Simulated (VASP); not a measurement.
Here is a VASP 6.6.1 calculation.

INCAR

```
PREC = Accurate
ENCUT = 520
EDIFF = 1E-6
ISMEAR = -1
SIGMA = 0.1
LREAL = False
LASPH = True
NELM = 100
ALGO = Normal
ISIF = 2
LWAVE = False
LCHARG = False
NBANDS = 26
```

File KPOINTS:

```
Automatic mesh
0
Gamma
  7 7 7
```

Contents of POSCAR:

```
AlCu3
1.0
    0.0000000000      2.9538839946      2.9538839946
    2.9538839946      0.0000000000      2.9538839946
    2.9538839946      2.9538839946      0.0000000000
Al Cu
1 3
Direct
    0.0000000000      0.0000000000      0.0000000000
    0.5000000000      0.5000000000      0.5000000000
    0.2500000000      0.2500000000      0.2500000000
    0.7500000000      0.7500000000      0.7500000000
```

Potentials or basis: VASP PAW LDA potentials, release 64 (Al, Cu).

Command:

```console
$ cat potpaw_LDA.64/Al/POTCAR potpaw_LDA.64/Cu/POTCAR > POTCAR
$ mpirun -np 1 vasp_std > vasp.out
```

Q: What does it give for the pressure?

A: -13.4 GPa.

Q: Predict the band gap on the k mesh.

A: Zero (band 18 reaches 11.32 eV, above the bottom of band 19 at 5.99 eV).
